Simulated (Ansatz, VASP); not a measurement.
Two plane-wave programs on Ga3BiAs2

Contents of POSCAR:

```
Ga3BiAs2
1.0
    4.0875819068      0.0000000000      0.0000000000
   -2.0437909534      3.5399497714      0.0000000000
    0.0000000000      0.0000000000     10.0276846932
As Bi Ga
2 1 3
Direct
    0.0000000000      0.0000000000      0.0104119404
    0.3333333333      0.6666666667      0.3245873457
    0.6666666667      0.3333333333      0.6640402504
    0.3333333333      0.6666666667      0.0831291718
    0.6666666667      0.3333333333      0.3958342070
    0.0000000000      0.0000000000      0.7719970847
```

INCAR.step1

```
PREC     = Accurate       # precision mode
ENCUT    = 520            # plane-wave cutoff, eV
ISMEAR   = -1             # smearing method
SIGMA    = 0.02           # smearing width, eV
LREAL    = False          # projectors in reciprocal space
LASPH    = True           # aspherical terms in the spheres
NELM     = 100            # most SCF steps
NBANDS   = 41             # bands
GGA      = PE             # functional
ALGO     = Normal         # electronic algorithm
EDIFF    = 1E-4           # SCF threshold, eV
LWAVE    = True           # write WAVECAR
LCHARG   = False          # write CHGCAR
```

INCAR.step2

```
PREC     = Accurate       # precision mode
ENCUT    = 520            # plane-wave cutoff, eV
EDIFF    = 1E-6           # SCF threshold, eV
ISMEAR   = -1             # smearing method
SIGMA    = 0.02           # smearing width, eV
LREAL    = False          # projectors in reciprocal space
LASPH    = True           # aspherical terms in the spheres
NELM     = 100            # most SCF steps
ALGO     = Normal         # electronic algorithm
ISIF     = 2              # what is computed and relaxed
LWAVE    = False          # write WAVECAR
LCHARG   = False          # write CHGCAR
METAGGA  = R2SCAN         # meta-GGA
LMIXTAU  = True         
NBANDS   = 41             # bands
ISTART   = 1
```

File KPOINTS:

```
Automatic mesh
0
Gamma
  6 6 2
```

Input for Ansatz:

```yaml
crystal:
  lattice:
    - [4.0875819068, 0.0, 0.0]
    - [-2.0437909534, 3.5399497714, 0.0]
    - [0.0, 0.0, 10.0276846932]
  atoms:
    - { symbol: As, position: [0.0, 0.0, 0.0104119404] }
    - { symbol: As, position: [0.3333333333, 0.6666666667, 0.3245873457] }
    - { symbol: Bi, position: [0.6666666667, 0.3333333333, 0.6640402504] }
    - { symbol: Ga, position: [0.3333333333, 0.6666666667, 0.0831291718] }
    - { symbol: Ga, position: [0.6666666667, 0.3333333333, 0.395834207] }
    - { symbol: Ga, position: [0.0, 0.0, 0.7719970847] }
kpoints:
  mp_grid: { grid: [6, 6, 2] }
hamiltonian:
  xc: r2scan
scf:
  occupations: { method: fermi_dirac, width: 0.02 }
  n_extra_bands: 5
output:
  forces: true
  stress: true
  eigenvalues: true
```

Alike in both runs: task single point; functional r2SCAN; k mesh 6 × 6 × 2; occupations fermi-dirac, width 0.02 eV; no spin polarisation.

```csv
,VASP,Ansatz
version,VASP 6.6.1,Ansatz 0.2.0
potentials or method,"VASP PAW PBE potentials, release 64 (As, Bi_d, Ga_d)","plane waves, PAW"
plane-wave cutoff (eV),520,500
valence electrons in the cell,64,84
```

Ansatz gave:

```
pressure (GPa)                                                : 4.2
traceless stress, the component that is largest in VASP (GPa) : 0.08
rms of the force components (eV/Å)                            : 0.048
```

**Question.** Estimate VASP's values.

**Answer.** Pressure (GPa): 4.3; traceless stress, the component that is largest in VASP (GPa): 0.09; rms of the force components (eV/Å): 0.051.

VASP's potentials were made for PBE, not for r2SCAN. Atom by atom the forces differ by 0.003 eV/Å (rms over components). The functional is the same, so the differences come from potentials, cutoffs and numerics. VASP's potentials hold 64 valence electrons a cell and Ansatz's 84, so a difference there can come from the potentials and not from the codes.

Neither program's run includes spin-orbit coupling.
